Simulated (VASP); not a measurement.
# Hf (P6_3/mmc) in VASP: a series of runs, part 2 of 3

VASP 6.6.1.

## Step 3: Single point, PBEsol

This run uses another cell than the first one, of 25.11 Å³/atom.

File INCAR:

```
ALGO     = Normal         # electronic algorithm
EDIFF    = 1E-6           # SCF threshold, eV
ENCUT    = 520            # plane-wave cutoff, eV
GGA      = PS             # functional
ISIF     = 2              # what is computed and relaxed
ISMEAR   = 0              # smearing method
LASPH    = T              # aspherical terms in the spheres
LCHARG   = F              # write CHGCAR
LREAL    = F              # projectors in reciprocal space
LWAVE    = F              # write WAVECAR
NBANDS   = 28             # bands
NELM     = 80             # most SCF steps
PREC     = Accurate       # precision mode
SIGMA    = 0.1            # smearing width, eV
```

File KPOINTS:

```
k-points
0
Gamma
  6 6 2
```

File POSCAR:

```
Hf
1.0
    4.9093365659      0.0000000000      0.0000000000
   -2.4546682829      4.2516101818      0.0000000000
    0.0000000000      0.0000000000      4.8125558590
Hf
4
Direct
    0.0000000000      0.0000000000      0.2500000000
    0.0000000000      0.0000000000      0.7500000000
    0.3333333333      0.6666666667      0.7500000000
    0.6666666667      0.3333333333      0.2500000000
```

Potentials or basis: VASP PAW PBE potentials, release 64 (Hf_pv).

Command:

```console
> cat potpaw_PBE.64/Hf_pv/POTCAR > POTCAR
> mpirun -np 1 vasp_std > vasp.out
```

OUTCAR:

```text
EDIFF = 1E-6
   ENCUT = 520
   GGA = PS
   ISIF = 2
   ISMEAR = 0
   LASPH = T
   LREAL = F
   NELM = 80
   PREC = Accurate

 ion  position               nearest neighbor table
   1  0.000  0.000  0.250-   2 2.41   2 2.41   4 2.83   4 2.83   4 2.83   3 3.72   3 3.72   3 3.72
                             3 3.72   3 3.72   3 3.72
   2  0.000  0.000  0.750-   1 2.41   1 2.41   3 2.83   3 2.83   3 2.83   4 3.72   4 3.72   4 3.72
                             4 3.72   4 3.72   4 3.72
   3  0.333  0.667  0.750-   2 2.83   2 2.83   2 2.83   1 3.72   1 3.72   4 3.72   4 3.72   4 3.72
                             4 3.72   1 3.72   1 3.72   1 3.72   1 3.72   4 3.72   4 3.72
   4  0.667  0.333  0.250-   1 2.83   1 2.83   1 2.83   2 3.72   2 3.72   3 3.72   3 3.72   3 3.72
                             3 3.72   2 3.72   2 3.72   2 3.72   2 3.72   3 3.72   3 3.72

  LATTYP: Found a hexagonal cell.
 ALAT       =     4.9093365659
 C/A-ratio  =     0.9802863980

  Lattice vectors:

 A1 = (   4.9093365659,   0.0000000000,   0.0000000000)
 A2 = (  -2.4546682829,   4.2516101818,   0.0000000000)
 A3 = (   0.0000000000,   0.0000000000,   4.8125558590)

Analysis of symmetry for initial positions (statically):
[... 168 lines left out ...]

 E-fermi :   3.5747     XC(G=0): -10.6929

 val. band max:        3.5189496817   @ k =   0.5000   0.0000   0.5000
 cond. band min:       3.5994068345   @ k =   0.5000   0.0000   0.0000
 fundamental gap:      0.0804571528
 Fermi energy:         3.5746961517

 k-point     1 :       0.0000    0.0000    0.0000
  band No.  band energies     occupation
      1     -28.6136      2.00000
      2     -27.5647      2.00000
      3     -27.5647      2.00000
      4     -27.5304      2.00000
      5     -27.5304      2.00000
      6     -27.4898      2.00000
[... 423 lines left out ...]
     27       6.9315      0.00000
     28       6.9315      0.00000

------------------------ aborting loop because EDIFF is reached ----------------------------------------

  FORCE on cell =-STRESS in cart. coord.  units (eV):
  Direction    XX          YY          ZZ          XY          YZ          ZX
  --------------------------------------------------------------------------------------
  -------------------------------------------------------------------------------------
  Total       -0.1009531     -0.1009531     -0.1016286     -0.0000000      0.0000000     -0.0000000
  in kB       -1.6101947     -1.6101947     -1.6209677     -0.0000000      0.0000000     -0.0000000
  external PRESSURE =      -1.6137857 kB  Pullay stress =       0.0000000 kB

 VOLUME and BASIS-vectors are now :
 -----------------------------------------------------------------------------
  energy-cutoff  :      520.00
  volume of cell :      100.45
      direct lattice vectors                 reciprocal lattice vectors
     4.909336566  0.000000000  0.000000000     0.203693511  0.117602503  0.000000000
    -2.454668283  4.251610182  0.000000000     0.000000000  0.235205006  0.000000000
     0.000000000  0.000000000  4.812555859     0.000000000  0.000000000  0.207789796

 POSITION                                       TOTAL-FORCE (eV/Angst)
 -----------------------------------------------------------------------------------
      0.00000      0.00000      1.20314        -0.000000      0.000000     -0.000000
      0.00000      0.00000      3.60942        -0.000000      0.000000     -0.000000
     -0.00000      2.83441      3.60942        -0.000000      0.000000      0.000000
      2.45467      1.41720      1.20314         0.000000     -0.000000     -0.000000
 -----------------------------------------------------------------------------------
    total drift:                                0.000000     -0.000000      0.000000

  FREE ENERGIE OF THE ION-ELECTRON SYSTEM (eV)
  ---------------------------------------------------
  free  energy   TOTEN  =       -36.6852368055 eV

  energy  without entropy=      -36.6547974377  energy(sigma->0) =      -36.67001712
```

OSZICAR:

```text
N       E                     dE             d eps       ncg     rms          rms(c)
DAV:   1     0.150743051808E+03    0.15074E+03   -0.22140E+04   784   0.134E+03
DAV:   2    -0.294375203772E+02   -0.18018E+03   -0.17533E+03   904   0.326E+02
DAV:   3    -0.389395297116E+02   -0.95020E+01   -0.91558E+01  1084   0.443E+01
DAV:   4    -0.391461844349E+02   -0.20665E+00   -0.20444E+00  1000   0.678E+00
DAV:   5    -0.391506247477E+02   -0.44403E-02   -0.44371E-02  1100   0.864E-01    0.761E+01
DAV:   6    -0.370640971387E+02    0.20865E+01   -0.10452E+01  1080   0.143E+01    0.382E+01
DAV:   7    -0.367642010463E+02    0.29990E+00   -0.26406E+00   960   0.725E+00    0.163E+01
DAV:   8    -0.366939281301E+02    0.70273E-01   -0.42091E-01  1044   0.345E+00    0.209E+00
DAV:   9    -0.366858115880E+02    0.81165E-02   -0.46612E-02  1044   0.104E+00    0.114E+00
DAV:  10    -0.366853457498E+02    0.46584E-03   -0.50457E-03   920   0.383E-01    0.403E-01
DAV:  11    -0.366852421342E+02    0.10362E-03   -0.50262E-04   968   0.107E-01    0.287E-01
DAV:  12    -0.366852360760E+02    0.60582E-05   -0.82223E-05  1068   0.438E-02    0.654E-02
DAV:  13    -0.366852368055E+02   -0.72943E-06   -0.72720E-06  1024   0.135E-02
   1 F= -.36685237E+02 E0= -.36670017E+02  d E =-.304394E-01
```

stdout:

```text
POSCAR found type information on POSCAR Hf
 POSCAR found :  1 types and       4 ions
 scaLAPACK will be used
 -----------------------------------------------------------------------------
|                                                                             |
|                                                                             |
|     You enforced a specific xc type in the INCAR file but a different       |
|     I HOPE YOU KNOW WHAT YOU ARE DOING!                                     |
|                                                                             |
 -----------------------------------------------------------------------------

 LDA part: xc-table for (Slater+PW92), standard interpolation
 POSCAR, INCAR and KPOINTS ok, starting setup
 FFT: planning ... GRIDC
 FFT: planning ... GRID_SOFT
 FFT: planning ... GRID
 WAVECAR not read
 entering main loop
```

Wall time 19 s (1 thread of AMD EPYC 9R45 (Zen 5), shared host); peak memory 0.19 GiB.

Results:

```
Free energy            : -36.6852 eV
Pressure               : -0.2 GPa
Band gap on the k mesh : zero (bands 20 and 21 overlap by 0.91 eV)
```

Caveat: the k points lie up to 0.65 Å⁻¹ apart, too coarse for converged energies and pressures of a metal; the PAW data sets were made with another functional, which shifts forces and pressure a little; spin-orbit coupling is left out, which moves the levels of the heavy elements.

## Step 4: Single point, PBEsol

This run uses another cell than the first one, of 25.72 Å³/atom.

File INCAR:

```
SYSTEM = Hf
PREC = Accurate ; ENCUT = 520
EDIFF = 1E-7 ; ISMEAR = 0
SIGMA = 0.1 ; LREAL = .False.
LASPH = .True. ; NELM = 60
ALGO = Fast ; ISIF = 2
LWAVE = .False. ; LCHARG = .False.
GGA = PS ; NBANDS = 28
```

File KPOINTS:

```
regular mesh
0
Gamma
  6 6 4
  0 0 0
```

File POSCAR:

```
Hf
1.0
    4.9018707241      0.0000000000      0.0000000000
   -2.4509353620      4.2451445732      0.0000000000
    0.0000000000      0.0000000000      4.9441145329
Hf
4
Direct
    0.0000000000      0.0000000000      0.2500000000
    0.0000000000      0.0000000000      0.7500000000
    0.3333333333      0.6666666667      0.7500000000
    0.6666666667      0.3333333333      0.2500000000
```

Potentials or basis: VASP PAW PBE potentials, release 64 (Hf_pv).

Command:

```console
> cat potpaw_PBE.64/Hf_pv/POTCAR > POTCAR
> mpirun -np 1 vasp_std > vasp.out
```

OUTCAR:

```text
SYSTEM = Hf
   PREC = Accurate
   ENCUT = 520
   EDIFF = 1E-7
   ISMEAR = 0
   LREAL = .False.
   LASPH = .True.
   NELM = 60
   ISIF = 2
   GGA = PS

 ion  position               nearest neighbor table
   1  0.000  0.000  0.250-   2 2.47   2 2.47   4 2.83   4 2.83   4 2.83   3 3.76   3 3.76   3 3.76
                             3 3.76   3 3.76   3 3.76
   2  0.000  0.000  0.750-   1 2.47   1 2.47   3 2.83   3 2.83   3 2.83   4 3.76   4 3.76   4 3.76
                             4 3.76   4 3.76   4 3.76
   3  0.333  0.667  0.750-   2 2.83   2 2.83   2 2.83   1 3.76   1 3.76   4 3.76   4 3.76   4 3.76
                             4 3.76   1 3.76   1 3.76   1 3.76   1 3.76   4 3.76   4 3.76
   4  0.667  0.333  0.250-   1 2.83   1 2.83   1 2.83   2 3.76   2 3.76   3 3.76   3 3.76   3 3.76
                             3 3.76   2 3.76   2 3.76   2 3.76   2 3.76   3 3.76   3 3.76

  LATTYP: Found a hexagonal cell.
 ALAT       =     4.9018707241
 C/A-ratio  =     1.0086178953

  Lattice vectors:

 A1 = (   4.9018707241,   0.0000000000,   0.0000000000)
 A2 = (  -2.4509353620,   4.2451445732,   0.0000000000)
 A3 = (   0.0000000000,   0.0000000000,   4.9441145329)

Analysis of symmetry for initial positions (statically):
=====================================================================
 Subroutine PRICEL returns:
 Original cell was already a primitive cell.

 Routine SETGRP: Setting up the symmetry group for a
 hexagonal supercell.

 Subroutine GETGRP returns: Found 24 space group operations
 (whereof 12 operations were pure point group operations)
 out of a pool of 24 trial point group operations.

The static configuration has the point symmetry D_3d.
 The point group associated with its full space group is D_6h.

Analysis of symmetry for dynamics (positions and initial velocities):
=====================================================================
 Subroutine PRICEL returns:
 Original cell was already a primitive cell.

 Routine SETGRP: Setting up the symmetry group for a
 hexagonal supercell.

 Subroutine GETGRP returns: Found 24 space group operations
 (whereof 12 operations were pure point group operations)
 out of a pool of 24 trial point group operations.

The dynamic configuration has the point symmetry D_3d.
 The point group associated with its full space group is D_6h.

 Subroutine INISYM returns: Found 24 space group operations
 (whereof 12 operations are pure point group operations),
 and found     1 'primitive' translations

----------------------------------------------------------------------------------------

                                     Primitive cell

  volume of cell :     102.8828

  direct lattice vectors                    reciprocal lattice vectors
     4.901870724  0.000000000  0.000000000     0.204003748  0.117781619  0.000000000
    -2.450935362  4.245144573  0.000000000     0.000000000  0.235563238  0.000000000
     0.000000000  0.000000000  4.944114533     0.000000000  0.000000000  0.202260687

  length of vectors
     4.901870724  4.901870724  4.944114533     0.235563238  0.235563238  0.202260687

  position of ions in fractional coordinates (direct lattice)
     0.000000000  0.000000000  0.250000000
     0.000000000  0.000000000  0.750000000
     0.333333333  0.666666667  0.750000000
     0.666666667  0.333333333  0.250000000

[... 32 lines left out ...]

 Following reciprocal coordinates:
            Coordinates               Weight
  0.000000  0.000000  0.000000      1.000000
  0.166667  0.000000  0.000000      6.000000
  0.333333  0.000000  0.000000      6.000000
  0.500000  0.000000  0.000000      3.000000
  0.166667  0.166667  0.000000      6.000000
  0.333333  0.166667  0.000000     12.000000
[... 13 lines left out ...]
  0.333333  0.166667  0.500000     12.000000
  0.333333  0.333333  0.500000      2.000000
   k-points           NKPTS =     21   k-points in BZ     NKDIM =     21   number of bands    NBANDS=     28
   number of dos      NEDOS =    301   number of ions     NIONS =      4
   total plane-waves  NPLWV =  51840
   dimension x,y,z NGX =    36 NGY =   36 NGZ =   40
   dimension x,y,z NGXF=    72 NGYF=   72 NGZF=   80
   ions per type =               4
   NGX,Y,Z   is equivalent  to a cutoff of  12.21, 12.21, 13.45 a.u.
   NGXF,Y,Z  is equivalent  to a cutoff of  24.42, 24.42, 26.90 a.u.
 SYSTEM =  Hf
   PREC   = accura    normal or accurate (medium, high low for compatibility)
   ISTART =      0    job   : 0-new  1-cont  2-samecut
   ICHARG =      2    charge: 1-file 2-atom 10-const
   ISPIN  =      1    spin polarized calculation?
   LNONCOLLINEAR =      F non collinear calculations
   LSORBIT =      F    spin-orbit coupling
   LASPH  =      T    aspherical Exc in radial PAW
   ENCUT  =  520.0 eV  38.22 Ry    6.18 a.u.   9.11  9.11  9.19*2*pi/ulx,y,z
   NELM   =     60;   NELMIN=  2; NELMDL= -5     # of ELM steps
   EDIFF  = 0.1E-06   stopping-criterion for ELM
   LREAL  =      F    real-space projection
   EDIFFG = 0.1E-05   stopping-criterion for IOM
   NSW    =      0    number of steps for IOM
   IBRION =     -1    ionic relax: 0-MD 1-quasi-New 2-CG
   NFREE  =      0    steps in history (QN), initial steepest desc. (CG)
   ISIF   =      2    stress and relaxation
   ISYM   =      2    0-nonsym 1-usesym 2-fastsym
   POTIM  = 0.5000    time-step for ionic-motion
   TEBEG  =    0.0;   TEEND  =   0.0 temperature during run
   PSTRESS=    0.0 pullay stress
   NELECT =      40.0000    total number of electrons
   NUPDOWN=      -1.0000    fix difference up-down
   EMIN   =  10.00;   EMAX   =-10.00  energy-range for DOS
   EFERMI =   0.00;   METHOD = LEGACY
   ISMEAR =     0;   SIGMA  =   0.10  broadening in eV -4-tet -1-fermi 0-gaus
   EFERMI_NEDOS =   21; number of points for ismear=-14 and -15
   IALGO  =     68    algorithm
   IMIX   =      4    mixing-type and parameters
     AMIX     =   0.40;   BMIX     =  1.00
     AMIX_MAG =   1.60;   BMIX_MAG =  1.00
  volume/ion in A,a.u.               =      25.72       173.57
  Fermi-wavevector in a.u.,A,eV,Ry     =   1.194851  2.257942 19.424626  1.427670
  Thomas-Fermi vector in A             =   2.330831
   LORBIT       =      0    0 simple, 1 ext, 2 COOP (PROOUT), +10 PAW based schemes
   GGA     = PS    functional components
   LHFCALC =     F    Hartree Fock is set to
   AEXX    =    0.0000 exact exchange contribution
   IVDW    =     0    specifies the selected vdW correction
   LEPSILON=     F    determine dielectric tensor
   LRPA    =     F    only Hartree local field effects (RPA)
 non-spin polarized calculation
 RMM-DIIS sequential band-by-band and
 Gauss-broadening in eV      SIGMA  =   0.10
  energy-cutoff  :      520.00
  volume of cell :      102.88
 maximum number of plane-waves:      2788
   NGX = 19   NGY = 19   NGZ = 19

 number of electron      39.9999994 magnetization

 Free energy of the ion-electron system (eV)
  ---------------------------------------------------
  ext. energy  EPLUGINS =         0.00000000
  ---------------------------------------------------
  free energy    TOTEN  =       -36.36435865 eV

  energy without entropy =      -36.32654690  energy(sigma->0) =      -36.34545277

 E-fermi :   3.3926     XC(G=0): -10.5832

 val. band max:        3.3911556361   @ k =   0.5000   0.0000   0.5000
 cond. band min:       3.3967192509   @ k =   0.1667   0.1667   0.2500
 fundamental gap:      0.0055636149
 Fermi energy:         3.3926094091

 k-point     1 :       0.0000    0.0000    0.0000
  band No.  band energies     occupation
      1     -28.0952      2.00000
      2     -27.7657      2.00000
      3     -27.7657      2.00000
      4     -27.7522      2.00000
      5     -27.7522      2.00000
      6     -27.6983      2.00000
[... 640 lines left out ...]
     27       6.6953      0.00000
     28       6.6954      0.00000

------------------------ aborting loop because EDIFF is reached ----------------------------------------

  FORCE on cell =-STRESS in cart. coord.  units (eV):
  Direction    XX          YY          ZZ          XY          YZ          ZX
  --------------------------------------------------------------------------------------
  -------------------------------------------------------------------------------------
  Total       -0.2363247     -0.2363247     -0.3193192     -0.0000000     -0.0000000      0.0000000
  in kB       -3.6802458     -3.6802458     -4.9727055     -0.0000000     -0.0000000      0.0000000
  external PRESSURE =      -4.1110657 kB  Pullay stress =       0.0000000 kB

 VOLUME and BASIS-vectors are now :
 -----------------------------------------------------------------------------
  energy-cutoff  :      520.00
  volume of cell :      102.88
      direct lattice vectors                 reciprocal lattice vectors
     4.901870724  0.000000000  0.000000000     0.204003748  0.117781619  0.000000000
    -2.450935362  4.245144573  0.000000000     0.000000000  0.235563238  0.000000000
     0.000000000  0.000000000  4.944114533     0.000000000  0.000000000  0.202260687

 POSITION                                       TOTAL-FORCE (eV/Angst)
 -----------------------------------------------------------------------------------
      0.00000      0.00000      1.23603        -0.000000     -0.000000     -0.000000
      0.00000      0.00000      3.70809        -0.000000     -0.000000     -0.000000
     -0.00000      2.83010      3.70809         0.000000     -0.000000      0.000000
      2.45094      1.41505      1.23603        -0.000000      0.000000     -0.000000
 -----------------------------------------------------------------------------------
    total drift:                               -0.000000      0.000000     -0.000000

  FREE ENERGIE OF THE ION-ELECTRON SYSTEM (eV)
  ---------------------------------------------------
  free  energy   TOTEN  =       -36.3643586487 eV

  energy  without entropy=      -36.3265468970  energy(sigma->0) =      -36.34545277
```

It took 36 s on 1 thread of AMD EPYC 9R45 (Zen 5), shared host; peak memory 0.2 GiB.

What came out:

| Property | Result |
| --- | --- |
| Free energy | -36.3644 eV |
| Pressure | -0.4 GPa |
| Band gap on the k mesh | zero (bands 20 and 21 overlap by 1.06 eV) |

Stress tensor (GPa, compression positive):
```
-0.37  0.00  0.00
 0.00 -0.37  0.00
 0.00  0.00 -0.50
```

Levels at points of the mesh, in eV from the Fermi level:
```csv
k point,band 17,band 18,band 19,band 20,band 21,band 22,band 23,band 24
"(0.00, 0.00, 0.00)",-1.65,-0.33,-0.33,0.21,0.21,0.54,0.54,1.58
"(0.50, 0.00, 0.00)",-2.09,-1.05,-0.50,-0.17,-0.05,0.39,0.43,0.66
"(0.00, 0.00, 0.50)",-1.04,-1.04,0.85,0.85,0.85,0.85,1.25,1.25
"(0.50, 0.00, 0.50)",-1.04,-1.04,-0.89,-0.89,0.00,0.00,1.30,1.30
```

Caveat: the PAW data sets were made with another functional, which shifts forces and pressure a little; spin-orbit coupling is left out, which moves the levels of the heavy elements.

(Part 2 of 3 ends here.)

The gap in the log of VASP goes by the Fermi energy; the results here count the filled bands.